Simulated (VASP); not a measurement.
# SiNi3 (Pm-3m) in VASP: further runs, part 2 of 2

VASP 6.6.1. The steps go on from the part before.

### 4 Single point, PBE

INCAR

```
  PREC = Accurate
  ENCUT = 520
  EDIFF = 1E-6
  ISMEAR = 0
  SIGMA = 0.1
  LREAL = F
  LASPH = T
  NELM = 60
  ALGO = Fast
  ISIF = 2
  LWAVE = F
  LCHARG = T
  GGA = PE
  LELF = T
  LVHAR = T
  NBANDS = 25
```

KPOINTS

```
regular mesh
0
Gamma
  14 14 14
```

POSCAR

```
SiNi3
1.0
    3.5063093241      0.0000000000      0.0000000000
    0.0000000000      3.5063093241      0.0000000000
    0.0000000000      0.0000000000      3.5063093241
Si Ni
1 3
Direct
    0.0000000000      0.0000000000      0.0000000000
    0.0000000000      0.5000000000      0.5000000000
    0.5000000000      0.0000000000      0.5000000000
    0.5000000000      0.5000000000      0.0000000000
```

Potentials or basis: VASP PAW PBE potentials, release 64 (Si, Ni).

Launch:

```sh
> cat potpaw_PBE.64/Si/POTCAR potpaw_PBE.64/Ni/POTCAR > POTCAR
> mpirun -np 1 vasp_std > vasp.out
```

OUTCAR:

```text
PREC = Accurate
   ENCUT = 520
   EDIFF = 1E-6
   ISMEAR = 0
   LREAL = F
   LASPH = T
   NELM = 60
   ISIF = 2
   GGA = PE

 ion  position               nearest neighbor table
   1  0.000  0.000  0.000-   2 2.48   3 2.48   4 2.48   2 2.48   3 2.48   2 2.48   4 2.48   2 2.48
                             3 2.48   4 2.48   3 2.48   4 2.48
   2  0.000  0.500  0.500-   1 2.48   3 2.48   4 2.48   1 2.48   4 2.48   1 2.48   3 2.48   1 2.48
                             3 2.48   4 2.48   4 2.48   3 2.48
   3  0.500  0.000  0.500-   1 2.48   2 2.48   4 2.48   1 2.48   4 2.48   2 2.48   4 2.48   4 2.48
                             1 2.48   2 2.48   1 2.48   2 2.48
   4  0.500  0.500  0.000-   1 2.48   2 2.48   3 2.48   2 2.48   3 2.48   1 2.48   3 2.48   3 2.48
                             1 2.48   2 2.48   2 2.48   1 2.48

  LATTYP: Found a simple cubic cell.
 ALAT       =     3.5063093241

  Lattice vectors:

 A1 = (   3.5063093241,   0.0000000000,   0.0000000000)
 A2 = (   0.0000000000,   3.5063093241,   0.0000000000)
 A3 = (   0.0000000000,   0.0000000000,   3.5063093241)

Analysis of symmetry for initial positions (statically):
=====================================================================
 Subroutine PRICEL returns:
 Original cell was already a primitive cell.

 Routine SETGRP: Setting up the symmetry group for a
 simple cubic supercell.

 Subroutine GETGRP returns: Found 48 space group operations
 (whereof 48 operations were pure point group operations)
 out of a pool of 48 trial point group operations.

The static configuration has the point symmetry O_h .

Analysis of symmetry for dynamics (positions and initial velocities):
=====================================================================
 Subroutine PRICEL returns:
 Original cell was already a primitive cell.

 Routine SETGRP: Setting up the symmetry group for a
 simple cubic supercell.

 Subroutine GETGRP returns: Found 48 space group operations
 (whereof 48 operations were pure point group operations)
 out of a pool of 48 trial point group operations.

The dynamic configuration has the point symmetry O_h .

 Subroutine INISYM returns: Found 48 space group operations
 (whereof 48 operations are pure point group operations),
 and found     1 'primitive' translations

----------------------------------------------------------------------------------------

                                     Primitive cell

  volume of cell :      43.1073

  direct lattice vectors                    reciprocal lattice vectors
     3.506309324  0.000000000  0.000000000     0.285200166  0.000000000  0.000000000
     0.000000000  3.506309324  0.000000000     0.000000000  0.285200166  0.000000000
     0.000000000  0.000000000  3.506309324     0.000000000  0.000000000  0.285200166

  length of vectors
     3.506309324  3.506309324  3.506309324     0.285200166  0.285200166  0.285200166

  position of ions in fractional coordinates (direct lattice)
     0.000000000  0.000000000  0.000000000
     0.000000000  0.500000000  0.500000000
     0.500000000  0.000000000  0.500000000
     0.500000000  0.500000000  0.000000000

  ion indices of the primitive-cell ions
   primitive index   ion index
                 1           1
                 2           2
                 3           3
                 4           4

[... 29 lines left out ...]
  0.071429  0.000000  0.000000      6.000000
  0.142857  0.000000  0.000000      6.000000
  0.214286  0.000000  0.000000      6.000000
  0.285714  0.000000  0.000000      6.000000
  0.357143  0.000000  0.000000      6.000000
[... 16 lines left out ...]
  0.285714  0.214286  0.000000     24.000000
  0.357143  0.214286  0.000000     24.000000
 [... further k-points ...]
   k-points           NKPTS =    120   k-points in BZ     NKDIM =    120   number of bands    NBANDS=     25
   number of dos      NEDOS =    301   number of ions     NIONS =      4
   total plane-waves  NPLWV =  21952
   dimension x,y,z NGX =    28 NGY =   28 NGZ =   28
   dimension x,y,z NGXF=    56 NGYF=   56 NGZF=   56
   ions per type =               1   3
   NGX,Y,Z   is equivalent  to a cutoff of  13.28, 13.28, 13.28 a.u.
   NGXF,Y,Z  is equivalent  to a cutoff of  26.55, 26.55, 26.55 a.u.
 SYSTEM =  unknown system
   PREC   = accura    normal or accurate (medium, high low for compatibility)
   ISTART =      0    job   : 0-new  1-cont  2-samecut
   ICHARG =      2    charge: 1-file 2-atom 10-const
   ISPIN  =      1    spin polarized calculation?
   LNONCOLLINEAR =      F non collinear calculations
   LSORBIT =      F    spin-orbit coupling
   LASPH  =      T    aspherical Exc in radial PAW
   ENCUT  =  520.0 eV  38.22 Ry    6.18 a.u.   6.52  6.52  6.52*2*pi/ulx,y,z
   NELM   =     60;   NELMIN=  2; NELMDL= -5     # of ELM steps
   EDIFF  = 0.1E-05   stopping-criterion for ELM
   LREAL  =      F    real-space projection
   EDIFFG = 0.1E-04   stopping-criterion for IOM
   NSW    =      0    number of steps for IOM
   IBRION =     -1    ionic relax: 0-MD 1-quasi-New 2-CG
   NFREE  =      0    steps in history (QN), initial steepest desc. (CG)
   ISIF   =      2    stress and relaxation
   ISYM   =      2    0-nonsym 1-usesym 2-fastsym
   POTIM  = 0.5000    time-step for ionic-motion
   TEBEG  =    0.0;   TEEND  =   0.0 temperature during run
   PSTRESS=    0.0 pullay stress
   NELECT =      34.0000    total number of electrons
   NUPDOWN=      -1.0000    fix difference up-down
   EMIN   =  10.00;   EMAX   =-10.00  energy-range for DOS
   EFERMI =   0.00;   METHOD = LEGACY
   ISMEAR =     0;   SIGMA  =   0.10  broadening in eV -4-tet -1-fermi 0-gaus
   EFERMI_NEDOS =   21; number of points for ismear=-14 and -15
   IALGO  =     68    algorithm
   IMIX   =      4    mixing-type and parameters
     AMIX     =   0.40;   BMIX     =  1.00
     AMIX_MAG =   1.60;   BMIX_MAG =  1.00
  volume/ion in A,a.u.               =      10.78        72.73
  Fermi-wavevector in a.u.,A,eV,Ry     =   1.512577  2.858357 31.128634  2.287890
  Thomas-Fermi vector in A             =   2.622483
   LORBIT       =      0    0 simple, 1 ext, 2 COOP (PROOUT), +10 PAW based schemes
   GGA     = PE    functional components
   LHFCALC =     F    Hartree Fock is set to
   AEXX    =    0.0000 exact exchange contribution
   IVDW    =     0    specifies the selected vdW correction
   LEPSILON=     F    determine dielectric tensor
   LRPA    =     F    only Hartree local field effects (RPA)
 non-spin polarized calculation
 RMM-DIIS sequential band-by-band and
 Gauss-broadening in eV      SIGMA  =   0.10
  energy-cutoff  :      520.00
  volume of cell :       43.11
 maximum number of plane-waves:      1189
 NGX is ok and might be reduce to    28
   NGX = 13   NGY = 13   NGZ = 13

 number of electron      33.9999979 magnetization

 Free energy of the ion-electron system (eV)
  ---------------------------------------------------
  ext. energy  EPLUGINS =         0.00000000
  ---------------------------------------------------
  free energy    TOTEN  =       -23.68589853 eV

  energy without entropy =      -23.67582601  energy(sigma->0) =      -23.68086227

 E-fermi :  10.6528     XC(G=0): -13.0969

 val. band max:       10.6363563976   @ k =   0.1429   0.0714   0.0000
 cond. band min:      10.6545448539   @ k =   0.0714   0.0714   0.0000
 fundamental gap:      0.0181884563
 Fermi energy:        10.6527955133

 k-point     1 :       0.0000    0.0000    0.0000
  band No.  band energies     occupation
      1      -1.2723      2.00000
      2       5.7853      2.00000
      3       6.6054      2.00000
      4       6.6054      2.00000
      5       7.1240      2.00000
      6       7.1240      2.00000
[... 661 lines left out ...]
     24      20.0551      0.00000
     25      20.9361      0.00000

 [... further k-points ...]

------------------------ aborting loop because EDIFF is reached ----------------------------------------

  FORCE on cell =-STRESS in cart. coord.  units (eV):
  Direction    XX          YY          ZZ          XY          YZ          ZX
  --------------------------------------------------------------------------------------
  -------------------------------------------------------------------------------------
  Total        0.0159424      0.0159424      0.0159424      0.0000000      0.0000000     -0.0000000
  in kB        0.5925349      0.5925349      0.5925349      0.0000000      0.0000000     -0.0000000
  external PRESSURE =       0.5925349 kB  Pullay stress =       0.0000000 kB

 VOLUME and BASIS-vectors are now :
 -----------------------------------------------------------------------------
  energy-cutoff  :      520.00
  volume of cell :       43.11
      direct lattice vectors                 reciprocal lattice vectors
     3.506309324  0.000000000  0.000000000     0.285200166  0.000000000  0.000000000
     0.000000000  3.506309324  0.000000000     0.000000000  0.285200166  0.000000000
     0.000000000  0.000000000  3.506309324     0.000000000  0.000000000  0.285200166

 POSITION                                       TOTAL-FORCE (eV/Angst)
 -----------------------------------------------------------------------------------
      0.00000      0.00000      0.00000         0.000000      0.000000      0.000000
      0.00000      1.75315      1.75315         0.000000      0.000000      0.000000
      1.75315      0.00000      1.75315         0.000000      0.000000      0.000000
      1.75315      1.75315      0.00000         0.000000      0.000000      0.000000
 -----------------------------------------------------------------------------------
    total drift:                                0.000000      0.000000      0.000000

  FREE ENERGIE OF THE ION-ELECTRON SYSTEM (eV)
  ---------------------------------------------------
  free  energy   TOTEN  =       -23.6858985331 eV

  energy  without entropy=      -23.6758260132  energy(sigma->0) =      -23.68086227
```

OSZICAR:

```text
N       E                     dE             d eps       ncg     rms          rms(c)
DAV:   1     0.197447889728E+03    0.19745E+03   -0.15313E+04  6088   0.181E+03
DAV:   2    -0.167415884590E+02   -0.21419E+03   -0.20191E+03  6001   0.326E+02
DAV:   3    -0.272248001883E+02   -0.10483E+02   -0.10078E+02  6919   0.948E+01
DAV:   4    -0.274043809554E+02   -0.17958E+00   -0.17924E+00  6791   0.112E+01
DAV:   5    -0.274099265073E+02   -0.55456E-02   -0.55448E-02  7461   0.183E+00    0.195E+01
RMM:   6    -0.272793486080E+02    0.13058E+00   -0.34952E+01  6594   0.673E+01    0.182E+01
RMM:   7    -0.237857917131E+02    0.34936E+01   -0.96489E+00  6148   0.369E+01    0.420E+00
RMM:   8    -0.236903341743E+02    0.95458E-01   -0.12440E-01  6503   0.298E+00    0.758E-01
RMM:   9    -0.236863333812E+02    0.40008E-02   -0.32225E-02  6740   0.144E+00    0.405E-01
RMM:  10    -0.236857997777E+02    0.53360E-03   -0.11113E-02  7450   0.886E-01    0.231E-01
RMM:  11    -0.236861055144E+02   -0.30574E-03   -0.52627E-03  6690   0.832E-01    0.187E-01
RMM:  12    -0.236858178498E+02    0.28766E-03   -0.22582E-03  7047   0.456E-01    0.499E-02
RMM:  13    -0.236858922066E+02   -0.74357E-04   -0.87663E-04  8297   0.172E-01    0.287E-02
RMM:  14    -0.236859005873E+02   -0.83807E-05   -0.76160E-05  8247   0.495E-02    0.370E-02
RMM:  15    -0.236858977558E+02    0.28315E-05   -0.79491E-06  6527   0.253E-02    0.134E-02
RMM:  16    -0.236858985331E+02   -0.77727E-06   -0.23810E-06  4168   0.965E-03
   1 F= -.23685899E+02 E0= -.23680862E+02  d E =-.100725E-01
```

stdout:

```text
POSCAR found type information on POSCAR SiNi
 POSCAR found :  2 types and       4 ions
 scaLAPACK will be used
 LDA part: xc-table for (Slater+PW92), standard interpolation
 POSCAR, INCAR and KPOINTS ok, starting setup
 FFT: planning ... GRIDC
 FFT: planning ... GRID_SOFT
 FFT: planning ... GRID
 WAVECAR not read
 entering main loop
```

Wall time 59 s (1 thread of Intel Xeon 6975P-C (Granite Rapids), shared host); peak memory 0.22 GiB.

What came out:

- Free energy: -23.6859 eV
- Pressure: 0.1 GPa
- Band gap on the k mesh: zero (bands 17 and 18 overlap by 0.24 eV)

Levels at points of the mesh, in eV from the Fermi level:
```
           k point  band 15  band 16  band 17  band 18  band 19  band 20
(0.00, 0.00, 0.00)    -0.62    -0.30     0.03     0.03     0.03     4.82
(0.50, 0.00, 0.00)    -1.14    -0.56     0.03     3.60     3.60     5.20
(0.50, 0.50, 0.00)    -1.11    -1.01    -0.94     0.65     0.65     5.58
(0.50, 0.50, 0.50)    -1.24    -0.39    -0.21    -0.21    -0.21     1.20
```

Spin polarisation is off, so any magnetic state and its effect on volume and gap are missing.

### 5 Single point, PBE, collinear spin, ferromagnetic start

This run uses another cell than the first one, of 11.20 Å³/atom.

INCAR

```
SYSTEM = SiNi3
PREC = Accurate
ENCUT = 520
EDIFF = 1E-7
ISMEAR = 0
SIGMA = 0.1
LREAL = .FALSE.
LASPH = .TRUE.
NELM = 150
ALGO = Normal
ISIF = 2
LWAVE = .FALSE.
LCHARG = .FALSE.
ISPIN = 2
MAGMOM = 0 2 2 2
LORBIT = 11
LMAXMIX = 4
GGA = PE
NBANDS = 29
```

KPOINTS

```
Automatic mesh
0
G
  6 6 6
  0 0 0
```

POSCAR

```
SiNi3
1.0
    3.5511000000      0.0000000000      0.0000000000
    0.0000000000      3.5511000000      0.0000000000
    0.0000000000      0.0000000000      3.5511000000
Si Ni
1 3
Direct
    0.0000000000      0.0000000000      0.0000000000
    0.0000000000      0.5000000000      0.5000000000
    0.5000000000      0.0000000000      0.5000000000
    0.5000000000      0.5000000000      0.0000000000
```

Launch:

```sh
> cat potpaw_PBE.64/Si/POTCAR potpaw_PBE.64/Ni/POTCAR > POTCAR
> mpirun -np 1 vasp_std > vasp.out
```

Wall time 26 s (1 thread of Intel Xeon 6975P-C (Granite Rapids), shared host); peak memory 0.19 GiB.

The run converged. Its results:

```
Free energy                                           : -23.6450 eV
Pressure                                              : -7.3 GPa
Band gap on the k mesh                                : zero (filled and empty bands overlap)
Net moment                                            : 0.00 μB per cell
Valence electrons inside the program's atomic spheres : Si 1.53; Ni 9.39
```

Levels at points of the mesh, in eV from the Fermi level:
Spin up:
```
           k point  band 13  band 14  band 15  band 16  band 17  band 18  band 19  band 20  band 21  band 22
(0.00, 0.00, 0.00)    -0.85    -0.60    -0.60    -0.29     0.02     0.02     0.02     4.46     6.14     6.14
(0.50, 0.00, 0.00)    -1.25    -1.23    -1.09    -0.54     0.02     3.45     3.45     4.91     5.17     5.17
(0.50, 0.50, 0.00)    -1.36    -1.35    -1.06    -0.97    -0.90     0.60     0.60     5.35     6.14     7.53
(0.50, 0.50, 0.50)    -1.37    -1.18    -1.18    -0.32    -0.21    -0.21    -0.21     1.04     3.85     3.85
```
Spin down:
```
           k point  band 15  band 16  band 17  band 18  band 19  band 20
(0.00, 0.00, 0.00)    -0.60    -0.29     0.02     0.02     0.02     4.46
(0.50, 0.00, 0.00)    -1.09    -0.54     0.02     3.45     3.45     4.91
(0.50, 0.50, 0.00)    -1.06    -0.97    -0.90     0.60     0.60     5.35
(0.50, 0.50, 0.50)    -1.18    -0.32    -0.21    -0.21    -0.21     1.04
```

Caveat: the cell stands under tension.

### 6 Relaxation of cell and atoms, PBE

INCAR

```
ALGO     = Fast           # electronic algorithm
EDIFF    = 1E-7           # SCF threshold, eV
EDIFFG   = -0.01          # ionic threshold
ENCUT    = 600            # plane-wave cutoff, eV
GGA      = PE             # functional
IBRION   = 2              # ionic algorithm
ISIF     = 3              # what is computed and relaxed
ISMEAR   = 0              # smearing method
LASPH    = T              # aspherical terms in the spheres
LCHARG   = F              # write CHGCAR
LREAL    = F              # projectors in reciprocal space
LWAVE    = F              # write WAVECAR
NELM     = 60             # most SCF steps
NSW      = 100            # ionic steps
PREC     = Accurate       # precision mode
SIGMA    = 0.1            # smearing width, eV
```

KPOINTS

```
k-points
0
Gamma
  14 14 14
```

POSCAR

```
SiNi3
1.0
    3.5048936960      0.0000000000      0.0000000000
    0.0000000000      3.5048936960      0.0000000000
    0.0000000000      0.0000000000      3.5048936960
Si Ni
1 3
Direct
    0.0000000000      0.0000000000      0.0000000000
    0.0000000000      0.5000000000      0.5000000000
    0.5000000000      0.0000000000      0.5000000000
    0.5000000000      0.5000000000      0.0000000000
```

Potentials or basis: VASP PAW PBE potentials, release 64 (Si, Ni).

Launch:

```sh
> cat potpaw_PBE.64/Si/POTCAR potpaw_PBE.64/Ni/POTCAR > POTCAR
> mpirun -np 1 vasp_std > vasp.out
```

Wall time 82 s (1 thread of Intel Xeon 6975P-C (Granite Rapids), shared host); peak memory 0.24 GiB.

The run converged. Its results:

```
Free energy                           : -23.6850 eV
Relaxed volume                        : 10.78 Å³/atom
Relaxed cell                          : a = 3.507 Å, b = 3.507 Å, c = 3.507 Å, α = 90.00°, β = 90.00°, γ = 90.00°
Space group after relaxing (to 0.1 Å) : Pm-3m (No. 221)
Energy gained by relaxing             : 0.0 meV/atom
Ionic steps                           : 2
Pressure after relaxing               : -0.1 GPa
Band gap on the k mesh                : zero (bands 17 and 18 overlap by 0.24 eV)
```

Final structure:
```xyz
4
Lattice="3.5069 0.0000 0.0000 0.0000 3.5069 0.0000 0.0000 0.0000 3.5069" Properties=species:S:1:pos:R:3 pbc="T T T"
Si    0.0000    0.0000    0.0000
Ni    0.0000    1.7534    1.7534
Ni    1.7534    0.0000    1.7534
Ni    1.7534    1.7534    0.0000
```

Levels at points of the mesh, in eV from the Fermi level:
```tsv
k point	band 13	band 14	band 15	band 16	band 17	band 18	band 19	band 20	band 21
(0.00, 0.00, 0.00)	-0.88	-0.62	-0.62	-0.30	0.03	0.03	0.03	4.82	6.32
(0.50, 0.00, 0.00)	-1.31	-1.29	-1.14	-0.56	0.03	3.60	3.60	5.20	5.27
(0.50, 0.50, 0.00)	-1.43	-1.42	-1.11	-1.01	-0.94	0.65	0.65	5.58	6.33
(0.50, 0.50, 0.50)	-1.44	-1.24	-1.24	-0.39	-0.21	-0.21	-0.21	1.20	4.02
```

Spin polarisation is off, so any magnetic state and its effect on volume and gap are missing.

### 7 Overview

| task | cell | k mesh | cutoff (eV) | gap on the mesh (eV) | pressure (GPa) | relaxed volume (Å³/atom) |
| --- | --- | --- | --- | --- | --- | --- |
| single point | a = 3.505 Å, 4 atoms | 6 × 6 × 6 | 520 | none | 0.3 | - |
| relaxation of cell and atoms | relaxed from a = 3.551 Å, 4 atoms | 6 × 6 × 6 | 600 | none | -0.3 | 10.79 |
| single point | a = 3.506 Å, 4 atoms | 14 × 14 × 14 | 520 | none | 0.1 | - |
| relaxation of cell and atoms | relaxed from a = 3.505 Å, 4 atoms | 14 × 14 × 14 | 600 | none | -0.1 | 10.78 |

Alike in all rows: level PBE; potentials or basis VASP PAW PBE potentials, release 64 (Si, Ni); no spin polarisation; smearing gaussian 0.1 eV.

Total energies depend on the potentials used, so only differences within one code and one set of settings carry meaning.
